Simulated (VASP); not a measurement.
Crystal: Al2O3.

```
CELL_PARAMETERS angstrom
2.38025 1.37424 4.33187
-2.38025 1.37424 4.33187
0.00000 -2.74848 4.33187
ATOMIC_POSITIONS crystal
Al 0.35216 0.35216 0.35216
Al 0.14784 0.14784 0.14784
Al 0.64784 0.64784 0.64784
Al 0.85216 0.85216 0.85216
O 0.55668 0.94332 0.25000
O 0.25000 0.55668 0.94332
O 0.94332 0.25000 0.55668
O 0.44332 0.05668 0.75000
O 0.75000 0.44332 0.05668
O 0.05668 0.75000 0.44332
```

Base run:

| Item | Value |
| --- | --- |
| Program | VASP 6.6.1 |
| Functional | revPBE |
| Potentials or basis | VASP PAW PBE potentials, release 64 (Al, O) |
| Cutoff | 520 eV |
| k mesh | 8 × 8 × 8 |
| Occupations | fermi-dirac, width 0.02 eV |
| Spin | no spin polarisation |

Its results: band gap on the k mesh 6.29 eV; pressure 10.8 GPa; largest force 0.032 eV/Å.

Task: The run is repeated on the same cell with these changes: functional from revPBE to PBE. What comes out?

Result: Band gap on the k mesh 6.22 eV; pressure 7.2 GPa; largest force 0.027 eV/Å.

PBE binds more tightly than revPBE, so the same cell stands under less pressure.

Caveats: the cell stands under pressure; the PAW data sets were made with another functional, which shifts forces and pressure a little (at least some runs).

A k mesh can miss the band edges.
